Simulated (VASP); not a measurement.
Runs of VASP 6.6.1 on Ti2Co. The structure is that of space group Fd-3m (No. 227), or close to it. The cells are those of the table. 

```csv
level,potentials or basis,spin,cell,k mesh,gap on the mesh (eV),pressure (GPa),moment (μB)
LDA,"VASP PAW LDA potentials, release 64 (Ti_sv, Co)","collinear, ferromagnetic start","a = 4.855 Å, angles 60.0°, 6 atoms",10 × 10 × 10,none,-0.2,1.04
r2SCAN,"VASP PAW PBE potentials, release 64 (Ti_sv, Co)",off,"a = 4.759 Å, angles 60.0°, 6 atoms",10 × 10 × 10,none,20.5,-
r2SCAN,"VASP PAW PBE potentials, release 64 (Ti_sv, Co)","collinear, ferromagnetic start","a = 4.759 Å, angles 60.0°, 6 atoms",1 × 1 × 1,1.20,-15.0,(b)
r2SCAN,"VASP PAW PBE potentials, release 64 (Ti_sv, Co)","collinear, ferromagnetic start","a = 5.041 Å, angles 60.0°, 6 atoms",10 × 10 × 10,none,0.6,(a)
```

Alike in all rows: task single point; cutoff (eV) 520; smearing gaussian 0.1 eV.

Question: Estimate the missing entries.

Answer: (a) 4.81; (b) 4.11.

Caveats: some runs use coarse meshes; the PAW data sets were made with another functional, which shifts forces and pressure a little (some runs).

A k mesh can miss the band edges.

A gap of «none» marks levels without a gap at the run's occupations.
